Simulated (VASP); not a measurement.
Write the native input for VASP 6.6.1 that does the following.

```
Task                   : single point
Functional             : LDA
Potentials or basis    : VASP PAW LDA potentials, release 64 (Ni, Pt)
Cutoff                 : 520 eV
k mesh                 : 9 × 9 × 9
Occupations            : fermi-dirac, width 0.05 eV
Spin                   : no spin polarisation
Dipole correction      : no
Further INCAR settings : ALGO = Normal; EDIFF = 1e-07; NBANDS = 28
```

The structure of Ni3Pt lies in POSCAR:

```
Ni3Pt
1.0
    3.7641083358      0.0000000000      0.0000000000
    0.0000000000      3.7641083358      0.0000000000
    0.0000000000      0.0000000000      3.7641083358
Ni Pt
3 1
Direct
    0.5000000000      0.0000000000      0.5000000000
    0.0000000000      0.5000000000      0.5000000000
    0.5000000000      0.5000000000      0.0000000000
    0.0000000000      0.0000000000      0.0000000000
```

This cell differs from its parent crystal: volume scaled by 1.12.

These files were run (other wordings do the same):

INCAR

```
  PREC = Accurate
  ENCUT = 520
  EDIFF = 1E-7
  ISMEAR = -1
  SIGMA = 0.05
  LREAL = F
  LASPH = T
  NELM = 80
  ALGO = Normal
  ISIF = 2
  LWAVE = F
  LCHARG = T
  LELF = T
  LVHAR = T
  NBANDS = 28
```

KPOINTS

```
Automatic mesh
0
Gamma
  9 9 9
```

Potentials or basis: VASP PAW LDA potentials, release 64 (Ni, Pt).

Command:

```sh
$ cat potpaw_LDA.64/Ni/POTCAR potpaw_LDA.64/Pt/POTCAR > POTCAR
$ mpirun -np 1 vasp_std > vasp.out
```

Results of the run:

```yaml
Pressure: -29.5 GPa
Band_gap_on_the_k_mesh: zero (band 20 reaches 8.34 eV, above the bottom of band 21 at 7.78 eV)
```

Caveat: spin-orbit coupling is left out, which moves the levels of the heavy elements.

Run time: 49 s on 1 thread of Intel(R) Xeon(R) Platinum 8488C (Sapphire Rapids), with other jobs on the host, peak memory 0.17 GiB.
